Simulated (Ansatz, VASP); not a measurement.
Two plane-wave programs on Bi3O

```
CELL_PARAMETERS angstrom
3.26521 0.00000 0.00000
0.00000 3.26521 0.00000
0.00000 0.00000 9.21132
ATOMIC_POSITIONS crystal
Bi 0.50000 0.50000 0.82798
Bi 0.00000 0.00000 0.50000
Bi 0.50000 0.50000 0.17202
O 0.00000 0.00000 0.00000
```

Change from the starting cell: species swapped into the TlIn3 type (P4/mmm, No. 123).

Alike in both runs: functional PBE; k mesh 6 × 6 × 2; occupations gaussian, width 0.1 eV; no spin polarisation.

Ansatz relaxed the structure, and its values are those at the end. VASP's run is a single point on that final structure, the one shown.

|  | VASP | Ansatz |
| --- | --- | --- |
| version | VASP 6.6.1 | Ansatz 0.2.0 |
| potentials or method | VASP PAW PBE potentials, release 64 (Bi_d, O), cutoff 520 eV | scalar-relativistic, plane waves, PAW |
| valence electrons in the cell | 51 | 51 |

VASP gave:

* gap on the k mesh at the Fermi level (eV): none
* pressure (GPa): -0.1
* rms of the force components (eV/Å): 0.006

Estimate Ansatz's values.

gap on the k mesh at the Fermi level (eV): none; pressure (GPa): 0.0; rms of the force components (eV/Å): 0.008.

A gap of «none» marks a metal or a gap that the smearing closes.

Neither program's run includes spin-orbit coupling.
